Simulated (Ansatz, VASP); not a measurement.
# Two plane-wave programs on RhCl

```
CELL_PARAMETERS angstrom
4.86663 0.00000 0.00000
0.00000 4.86663 0.00000
0.00000 0.00000 2.96655
ATOMIC_POSITIONS crystal
Rh 0.00000 0.50000 0.00158
Rh 0.50000 0.00000 0.99842
Cl 0.00000 0.00000 0.00000
Cl 0.50000 0.50000 0.00000
```

Alike in both runs: functional PBE; k mesh 10 × 10 × 16; occupations gaussian, width 0.1 eV; no spin polarisation.

Ansatz relaxed the structure, and its values are those at the end. VASP's run is a single point on that final structure, the one shown.

```csv
,VASP,Ansatz
version,VASP 6.6.1,Ansatz 0.2.0
potentials or method,"VASP PAW PBE potentials, release 64 (Rh_pv, Cl), cutoff 520 eV","scalar-relativistic, plane waves, PAW"
valence electrons in the cell,44,48
```

```csv
,VASP,Ansatz,Ansatz less VASP
gap on the k mesh at the Fermi level (eV),none,none,-
pressure (GPa),0.0,0.0,0.00
```

A gap of «none» marks a metal or a gap that the smearing closes. The functional is the same, so the differences come from potentials, cutoffs and numerics. VASP's potentials hold 44 valence electrons a cell and Ansatz's 48, so a difference there can come from the potentials and not from the codes.
